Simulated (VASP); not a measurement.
Set up this calculation in VASP 6.6.1, as the native input.

```yaml
Task: single point
Functional: PBE
Potentials_or_basis: VASP PAW PBE potentials, release 64 (Al, Cu)
Cutoff: 520 eV
k_mesh: 12 × 12 × 12
Occupations: gaussian, width 0.1 eV
Spin: no spin polarisation
Dipole_correction: no
Further_INCAR_settings: ALGO = Normal; EDIFF = 1e-06; NBANDS = 16
```

The structure of Al2Cu lies in POSCAR:

```
Al2Cu
1.0
   -2.0446242408      2.0446242408      2.8915863152
    2.0446242408     -2.0446242408      2.8915863152
    2.0446242408      2.0446242408     -2.8915863152
Al Cu
2 1
Direct
    0.2500000000      0.7500000000      0.5000000000
    0.7500000000      0.2500000000      0.5000000000
    0.5000000000      0.5000000000      0.0000000000
```

The cell was built from a structure type or drawn by symmetry, and may not be a known phase.

These files were run (other wordings do the same):

INCAR

```
  PREC = Accurate
  ENCUT = 520
  EDIFF = 1E-6
  ISMEAR = 0
  SIGMA = 0.1
  LREAL = False
  LASPH = True
  NELM = 80
  ALGO = Normal
  ISIF = 2
  LWAVE = False
  LCHARG = False
  GGA = PE
  NBANDS = 16
```

KPOINTS

```
Automatic mesh
0
Gamma
  12 12 12
```

Potentials or basis: VASP PAW PBE potentials, release 64 (Al, Cu).

Command:

```console
$ cat potpaw_PBE.64/Al/POTCAR potpaw_PBE.64/Cu/POTCAR > POTCAR
$ mpirun -np 1 vasp_std > vasp.out
```

Results of the run:

```
Pressure               : 0.1 GPa
Band gap on the k mesh : zero (an odd number of electrons rules out a gap without spin polarisation)
```

Wall time 2 min on 1 thread of Intel(R) Xeon(R) Platinum 8488C (Sapphire Rapids), with other jobs on the host, peak memory 0.26 GiB.
